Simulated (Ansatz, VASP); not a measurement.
**MgS in VASP and in Ansatz**

File POSCAR:

```
MgS
1.0
    4.0286256320      0.0000000000      0.0000000000
   -2.0143128160      3.4888921397      0.0000000000
    0.0000000000      0.0000000000      6.4543927776
Mg S
2 2
Direct
    0.3333333333      0.6666666667     -0.0028727191
    0.6666666667      0.3333333333      0.4971272809
    0.3333333333      0.6666666667      0.3778727191
    0.6666666667      0.3333333333      0.8778727191
```

The input INCAR.step1:

```
SYSTEM = MgS
  PREC = Accurate
  ENCUT = 520
  EDIFF = 1E-5
  ISMEAR = 0
  SIGMA = 0.01
  LREAL = .False.
  LASPH = .True.
  NELM = 60
  ALGO = Normal
  ISIF = 2
  LWAVE = .True.
  NBANDS = 16
  GGA = PE
```

Contents of INCAR.step2:

```
SYSTEM = MgS
  PREC = Accurate
  ENCUT = 520
  EDIFF = 1E-7
  ISMEAR = 0
  SIGMA = 0.01
  LREAL = .False.
  LASPH = .True.
  NELM = 60
  ALGO = Normal
  ISIF = 2
  LWAVE = .False.
  LCHARG = .True.
  GGA = PE
  LHFCALC = .True.
  HFSCREEN = 0.2079
  PRECFOCK = Normal
  LELF = .True.
  LVHAR = .True.
  NBANDS = 16
  ISTART = 1
```

File KPOINTS:

```
Automatic mesh
0
Gamma
  6 6 2
  0 0 0
```

Input for Ansatz:

```yaml
crystal:
  lattice:
    - [4.028625632, 0.0, 0.0]
    - [-2.014312816, 3.4888921397, 0.0]
    - [0.0, 0.0, 6.4543927776]
  atoms:
    - { symbol: Mg, position: [0.3333333333, 0.6666666667, -0.0028727191] }
    - { symbol: Mg, position: [0.6666666667, 0.3333333333, 0.4971272809] }
    - { symbol: S, position: [0.3333333333, 0.6666666667, 0.3778727191] }
    - { symbol: S, position: [0.6666666667, 0.3333333333, 0.8778727191] }
kpoints:
  mp_grid: { grid: [6, 6, 2] }
  band_path:
    path:
      - [0.0, 0.0, 0.0]
      - [0.5, 0.0, 0.0]
      - [0.3333333333, 0.3333333333, 0.0]
      - [0.0, 0.0, 0.5]
      - [0.5, 0.0, 0.5]
      - [0.3333333333, 0.3333333333, 0.5]
    npoints: 1
hamiltonian:
  xc: hse06
scf:
  occupations: { method: fixed }
  n_extra_bands: 5
output:
  forces: true
  stress: true
  eigenvalues: true
```

Alike in both runs: task single point; functional HSE06; k mesh 6 × 6 × 2; no spin polarisation.

|  | VASP | Ansatz |
| --- | --- | --- |
| version | VASP 6.6.1 | Ansatz 0.2.0 |
| potentials or method | VASP PAW PBE potentials, release 64 (Mg, S) | plane waves, PAW |
| plane-wave cutoff (eV) | 520 | 420 |
| occupations | gaussian, width 0.01 eV | fixed |
| valence electrons in the cell | 16 | 32 |

|  | VASP | Ansatz | Ansatz less VASP |
| --- | --- | --- | --- |
| gap on the k mesh at the Fermi level (eV) | 4.52 | 4.54 | +0.016 |
| pressure (GPa) | -0.2 | 0.0 | +0.17 |

VASP's potentials hold 16 valence electrons a cell and Ansatz's 32, so a difference there can come from the potentials and not from the codes. Ansatz's warnings: stress exchange threshold loose, stress scf threshold loose.

The k mesh is coarse, so the values compare programs but aren't converged.
